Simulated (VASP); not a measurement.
# BiTe (R-3m) in VASP: single point with PBEsol

Aim: the single point of BiTe with PBEsol.

Everything below comes from runs of VASP 6.6.1. Logs are shortened: lines on timing, memory, paths and dates and some standing lists are left out, and cuts for length are marked.

## Step 1: The cell of the first run

Symmetry: R-3m, No. 166, trigonal system. Conventional cell: a = 4.845 Å, b = 4.845 Å, c = 9.952 Å, α = 90.00°, β = 90.00°, γ = 120.00°. Bi (site symmetry -3m) has 6 Te at 3.25 Å and 6 Bi at 4.34 Å within 4.4 Å. Te (site symmetry -3m) has 6 Bi at 3.25 Å and 6 Te at 4.34 Å within 4.4 Å.

## Step 2: Single point, PBEsol

File INCAR:

```
SYSTEM = BiTe
ALGO     = Normal         ! electronic algorithm
EDIFF    = 1E-7           ! SCF threshold, eV
ENCUT    = 520            ! plane-wave cutoff, eV
GGA      = PS             ! functional
ISIF     = 2              ! what is computed and relaxed
ISMEAR   = 0              ! smearing method
LASPH    = .TRUE.         ! aspherical terms in the spheres
LCHARG   = .TRUE.         ! write CHGCAR
LELF     = .TRUE.         ! ELF
LREAL    = .FALSE.        ! projectors in reciprocal space
LVHAR    = .TRUE.       
LWAVE    = .FALSE.        ! write WAVECAR
NBANDS   = 52             ! bands
NELM     = 60             ! most SCF steps
PREC     = Accurate       ! precision mode
SIGMA    = 0.15           ! smearing width, eV
```

File KPOINTS:

```
k-points
0
G
  6 6 6
  0 0 0
```

File POSCAR:

```
BiTe
1.0
   -4.8454155456     -2.7975019696      3.3172919545
    4.8454155456     -2.7975019696      3.3172919545
    0.0000000000      5.5950039392      3.3172919545
Bi Te
4 4
Direct
    0.5000000000      0.5000000000      0.5000000000
    0.0000000000      0.0000000000      0.5000000000
    0.0000000000      0.5000000000      0.0000000000
    0.5000000000      0.0000000000      0.0000000000
    0.0000000000      0.0000000000      0.0000000000
    0.5000000000      0.5000000000      0.0000000000
    0.5000000000      0.0000000000      0.5000000000
    0.0000000000      0.5000000000      0.5000000000
```

Potentials or basis: VASP PAW PBE potentials, release 64 (Bi_d, Te).

Run with:

```sh
$ cat potpaw_PBE.64/Bi_d/POTCAR potpaw_PBE.64/Te/POTCAR > POTCAR
$ mpirun -np 1 vasp_std > vasp.out
```

OUTCAR:

```text
SYSTEM = BiTe
   EDIFF = 1E-7
   ENCUT = 520
   GGA = PS
   ISIF = 2
   ISMEAR = 0
   LASPH = .TRUE.
   LREAL = .FALSE.
   NELM = 60
   PREC = Accurate

 ion  position               nearest neighbor table
   1  0.500  0.500  0.500-   7 3.25   8 3.25   7 3.25   8 3.25   6 3.25   6 3.25
   2  0.000  0.000  0.500-   7 3.25   8 3.25   8 3.25   7 3.25   5 3.25   5 3.25
   3  0.000  0.500  0.000-   5 3.25   6 3.25   5 3.25   6 3.25   8 3.25   8 3.25
   4  0.500  0.000  0.000-   5 3.25   6 3.25   6 3.25   5 3.25   7 3.25   7 3.25
   5  0.000  0.000  0.000-   3 3.25   4 3.25   3 3.25   4 3.25   2 3.25   2 3.25
   6  0.500  0.500  0.000-   3 3.25   4 3.25   4 3.25   3 3.25   1 3.25   1 3.25
   7  0.500  0.000  0.500-   1 3.25   2 3.25   1 3.25   2 3.25   4 3.25   4 3.25
   8  0.000  0.500  0.500-   1 3.25   2 3.25   2 3.25   1 3.25   3 3.25   3 3.25

  LATTYP: Found a trigonal (rhomboedric) cell.
 ALAT       =     6.5044980583
 COS(alpha) =    -0.1098504834

  Lattice vectors:

 A1 = (  -4.8454155456,  -2.7975019696,   3.3172919545)
 A2 = (   4.8454155456,  -2.7975019696,   3.3172919545)
 A3 = (   0.0000000000,   5.5950039392,   3.3172919545)

Analysis of symmetry for initial positions (statically):
=====================================================================
 Subroutine PRICEL returns following result:

  LATTYP: Found a trigonal (rhomboedric) cell.
 ALAT       =     4.3394058558
 COS(alpha) =     0.3765932224

  Lattice vectors:

 A1 = (   2.4227077728,  -1.3987509848,  -3.3172919545)
 A2 = (  -2.4227077728,  -1.3987509848,  -3.3172919545)
 A3 = (   0.0000000000,   2.7975019696,  -3.3172919545)

   4 primitive cells build up your supercell.

 Routine SETGRP: Setting up the symmetry group for a
 trigonal (rhombohedral) supercell.

 Subroutine GETGRP returns: Found 12 space group operations
 (whereof 12 operations were pure point group operations)
 out of a pool of 12 trial point group operations.

The static configuration has the point symmetry D_3d.

Analysis of symmetry for dynamics (positions and initial velocities):
=====================================================================
 Subroutine PRICEL returns following result:

  LATTYP: Found a trigonal (rhomboedric) cell.
 ALAT       =     4.3394058558
 COS(alpha) =     0.3765932224

  Lattice vectors:

 A1 = (   2.4227077728,  -1.3987509848,  -3.3172919545)
 A2 = (  -2.4227077728,  -1.3987509848,  -3.3172919545)
 A3 = (   0.0000000000,   2.7975019696,  -3.3172919545)

   4 primitive cells build up your supercell.

 Routine SETGRP: Setting up the symmetry group for a
 trigonal (rhombohedral) supercell.

 Subroutine GETGRP returns: Found 12 space group operations
 (whereof 12 operations were pure point group operations)
 out of a pool of 12 trial point group operations.

The dynamic configuration has the point symmetry D_3d.

 Subroutine INISYM returns: Found 12 space group operations
 (whereof 12 operations are pure point group operations),
 and found     4 'primitive' translations

----------------------------------------------------------------------------------------

                                     Primitive cell

  volume of cell :      67.4491

  direct lattice vectors                    reciprocal lattice vectors
     2.422707773 -1.398750985 -3.317291954     0.206380648 -0.119153923 -0.100483568
    -2.422707773 -1.398750985 -3.317291954    -0.206380648 -0.119153923 -0.100483568
     0.000000000  2.797501970 -3.317291954     0.000000000  0.238307845 -0.100483568

  length of vectors
     4.339405856  4.339405856  4.339405856     0.258626326  0.258626326  0.258626326

  position of ions in fractional coordinates (direct lattice)
     0.500000000  0.500000000  0.500000000
     1.000000000  0.000000000  0.000000000

  ion indices of the primitive-cell ions
   primitive index   ion index
                 1           1
                 2           8

----------------------------------------------------------------------------------------

 KPOINTS: k-points

Automatic generation of k-mesh.
 Grid dimensions read from file:
 generate k-points for:    6    6    6

 Generating k-lattice:

  Cartesian coordinates                     Fractional coordinates (reciprocal lattice)
    -0.017198387 -0.009929494  0.016747261     0.166666667 -0.000000000  0.000000000
     0.017198387 -0.009929494  0.016747261    -0.000000000  0.166666667  0.000000000
     0.000000000  0.019858987  0.016747261     0.000000000  0.000000000  0.166666667

  Length of vectors
     0.025977878  0.025977878  0.025977878

  Shift w.r.t. Gamma in fractional coordinates (k-lattice)
     0.000000000  0.000000000  0.000000000

 Subroutine IBZKPT returns following result:
 ===========================================

 Found     32 irreducible k-points:

 Following reciprocal coordinates:
            Coordinates               Weight
  0.000000  0.000000  0.000000      1.000000
  0.166667 -0.000000  0.000000      6.000000
  0.333333 -0.000000  0.000000      6.000000
  0.500000 -0.000000  0.000000      3.000000
  0.166667  0.166667  0.000000      6.000000
  0.333333  0.166667  0.000000     12.000000
[... 16 lines left out ...]
  0.500000  0.500000  0.166667      6.000000
 -0.333333  0.500000  0.166667     12.000000
 [... further k-points ...]
   k-points           NKPTS =     32   k-points in BZ     NKDIM =     32   number of bands    NBANDS=     52
   number of dos      NEDOS =    301   number of ions     NIONS =      8
   total plane-waves  NPLWV = 110592
   dimension x,y,z NGX =    48 NGY =   48 NGZ =   48
   dimension x,y,z NGXF=    96 NGYF=   96 NGZF=   96
   ions per type =               4   4
   NGX,Y,Z   is equivalent  to a cutoff of  12.27, 12.27, 12.27 a.u.
   NGXF,Y,Z  is equivalent  to a cutoff of  24.54, 24.54, 24.54 a.u.
 SYSTEM =  BiTe
   PREC   = accura    normal or accurate (medium, high low for compatibility)
   ISTART =      0    job   : 0-new  1-cont  2-samecut
   ICHARG =      2    charge: 1-file 2-atom 10-const
   ISPIN  =      1    spin polarized calculation?
   LNONCOLLINEAR =      F non collinear calculations
   LSORBIT =      F    spin-orbit coupling
   LASPH  =      T    aspherical Exc in radial PAW
   ENCUT  =  520.0 eV  38.22 Ry    6.18 a.u.  12.09 12.09 12.09*2*pi/ulx,y,z
   NELM   =     60;   NELMIN=  2; NELMDL= -5     # of ELM steps
   EDIFF  = 0.1E-06   stopping-criterion for ELM
   LREAL  =      F    real-space projection
   EDIFFG = 0.1E-05   stopping-criterion for IOM
   NSW    =      0    number of steps for IOM
   IBRION =     -1    ionic relax: 0-MD 1-quasi-New 2-CG
   NFREE  =      0    steps in history (QN), initial steepest desc. (CG)
   ISIF   =      2    stress and relaxation
   ISYM   =      2    0-nonsym 1-usesym 2-fastsym
   POTIM  = 0.5000    time-step for ionic-motion
   TEBEG  =    0.0;   TEEND  =   0.0 temperature during run
   PSTRESS=    0.0 pullay stress
   NELECT =      84.0000    total number of electrons
   NUPDOWN=      -1.0000    fix difference up-down
   EMIN   =  10.00;   EMAX   =-10.00  energy-range for DOS
   EFERMI =   0.00;   METHOD = LEGACY
   ISMEAR =     0;   SIGMA  =   0.15  broadening in eV -4-tet -1-fermi 0-gaus
   EFERMI_NEDOS =   21; number of points for ismear=-14 and -15
   IALGO  =     38    algorithm
   IMIX   =      4    mixing-type and parameters
     AMIX     =   0.40;   BMIX     =  1.00
     AMIX_MAG =   1.60;   BMIX_MAG =  1.00
  volume/ion in A,a.u.               =      33.72       227.58
  Fermi-wavevector in a.u.,A,eV,Ry     =   1.109573  2.096789 16.750837  1.231152
  Thomas-Fermi vector in A             =   2.246114
   LORBIT       =      0    0 simple, 1 ext, 2 COOP (PROOUT), +10 PAW based schemes
   GGA     = PS    functional components
   LHFCALC =     F    Hartree Fock is set to
   AEXX    =    0.0000 exact exchange contribution
   IVDW    =     0    specifies the selected vdW correction
   LEPSILON=     F    determine dielectric tensor
   LRPA    =     F    only Hartree local field effects (RPA)
 non-spin polarized calculation
 Gauss-broadening in eV      SIGMA  =   0.15
  energy-cutoff  :      520.00
  volume of cell :      269.80
 maximum number of plane-waves:      7288
   NGX = 25   NGY = 25   NGZ = 25

 number of electron      84.0000063 magnetization

 Free energy of the ion-electron system (eV)
  ---------------------------------------------------
  ext. energy  EPLUGINS =         0.00000000
  ---------------------------------------------------
  free energy    TOTEN  =       -31.96770603 eV

  energy without entropy =      -31.91308836  energy(sigma->0) =      -31.94039720

 E-fermi :   6.4748     XC(G=0):  -9.6324

 val. band max:        6.4571564699   @ k =  -0.3333   0.3333   0.0000
 cond. band min:       6.4817131137   @ k =  -0.3333   0.3333   0.1667
 fundamental gap:      0.0245566439
 Fermi energy:         6.4747942247

 k-point     1 :       0.0000    0.0000    0.0000
  band No.  band energies     occupation
      1     -16.6304      2.00000
      2     -16.6304      2.00000
      3     -16.6304      2.00000
      4     -16.6201      2.00000
      5     -16.6201      2.00000
      6     -16.6167      2.00000
[... 44 lines left out ...]
     51      10.0947      0.00000
     52      10.0947      0.00000

 k-point     2 :       0.1667   -0.0000    0.0000
  band No.  band energies     occupation
      1     -16.6296      2.00000
      2     -16.6296      2.00000
      3     -16.6294      2.00000
      4     -16.6204      2.00000
      5     -16.6198      2.00000
      6     -16.6173      2.00000
[... 44 lines left out ...]
     51      10.0004      0.00000
     52      10.0016      0.00000

 k-point     3 :       0.3333   -0.0000    0.0000
  band No.  band energies     occupation
      1     -16.6278      2.00000
      2     -16.6278      2.00000
      3     -16.6269      2.00000
      4     -16.6215      2.00000
      5     -16.6189      2.00000
      6     -16.6187      2.00000
[... 44 lines left out ...]
     51       9.7867      0.00000
     52      10.2631      0.00000
[... 1046 lines left out ...]
 k-point    23 :       0.5000    0.5000    0.1667
  band No.  band energies     occupation
      1     -16.6251      2.00000
      2     -16.6246      2.00000
      3     -16.6223      2.00000
      4     -16.6212      2.00000
      5     -16.6206      2.00000
      6     -16.6206      2.00000
[... 44 lines left out ...]
     51       8.7792      0.00000
     52       9.5130      0.00000

 k-point    24 :      -0.3333    0.5000    0.1667
  band No.  band energies     occupation
      1     -16.6266      2.00000
      2     -16.6235      2.00000
      3     -16.6224      2.00000
      4     -16.6221      2.00000
      5     -16.6214      2.00000
      6     -16.6201      2.00000
[... 44 lines left out ...]
     51       9.0881      0.00000
     52       9.2021      0.00000

 [... further k-points ...]
[... 5 lines left out ...]
  --------------------------------------------------------------------------------------
  -------------------------------------------------------------------------------------
  Total       -4.4997232     -4.4997232     -4.0581267     -0.0000000      0.0000000      0.0000000
  in kB      -26.7214488    -26.7214488    -24.0990439     -0.0000000      0.0000000      0.0000000
  external PRESSURE =     -25.8473139 kB  Pullay stress =       0.0000000 kB

 VOLUME and BASIS-vectors are now :
 -----------------------------------------------------------------------------
  energy-cutoff  :      520.00
  volume of cell :      269.80
      direct lattice vectors                 reciprocal lattice vectors
    -4.845415546 -2.797501970  3.317291954    -0.103190324 -0.059576961  0.100483568
     4.845415546 -2.797501970  3.317291954     0.103190324 -0.059576961  0.100483568
     0.000000000  5.595003939  3.317291954     0.000000000  0.119153923  0.100483568

 POSITION                                       TOTAL-FORCE (eV/Angst)
 -----------------------------------------------------------------------------------
      0.00000      0.00000      4.97594         0.000000      0.000000     -0.000000
      0.00000      2.79750      1.65865        -0.000000     -0.000000     -0.000000
      2.42271     -1.39875      1.65865        -0.000000     -0.000000      0.000000
     -2.42271     -1.39875      1.65865         0.000000      0.000000      0.000000
      0.00000      0.00000      0.00000         0.000000     -0.000000      0.000000
      0.00000     -2.79750      3.31729        -0.000000     -0.000000      0.000000
     -2.42271      1.39875      3.31729        -0.000000     -0.000000      0.000000
      2.42271      1.39875      3.31729         0.000000      0.000000      0.000000
 -----------------------------------------------------------------------------------
    total drift:                                0.000000      0.000000      0.000000

  FREE ENERGIE OF THE ION-ELECTRON SYSTEM (eV)
  ---------------------------------------------------
  free  energy   TOTEN  =       -31.9677060335 eV

  energy  without entropy=      -31.9130883584  energy(sigma->0) =      -31.94039720
```

Run time: 7.4 min. Hardware: 1 thread of Intel Xeon Platinum 8259CL at 2.50GHz (Skylake/Cascade Lake), shared host; peak memory 0.53 GiB.

What came out:

| Quantity | Value |
| --- | --- |
| Free energy | -31.9677 eV |
| Pressure | -2.6 GPa |
| Band gap on the k mesh | zero (bands 42 and 43 overlap by 3.38 eV) |

Stress tensor (GPa, compression positive):
```
-2.67  0.00  0.00
 0.00 -2.67  0.00
 0.00  0.00 -2.41
```

Levels at points of the mesh, in eV from the Fermi level:
```
           k point  band 40  band 41  band 42  band 43  band 44  band 45
(0.00, 0.00, 0.00)    -1.56     1.92     2.39     2.39     2.39     2.54
(0.50, 0.00, 0.00)    -1.57    -0.37    -0.37     0.64     0.64     2.52
(0.50, 0.50, 0.00)    -1.66    -0.42    -0.42    -0.40    -0.40     0.14
(0.50, 0.50, 0.50)    -1.24    -0.99    -0.99    -0.99    -0.95    -0.95
```

Caveat: the PAW data sets were made with another functional, which shifts forces and pressure a little; spin-orbit coupling is left out, which moves the levels of the heavy elements.
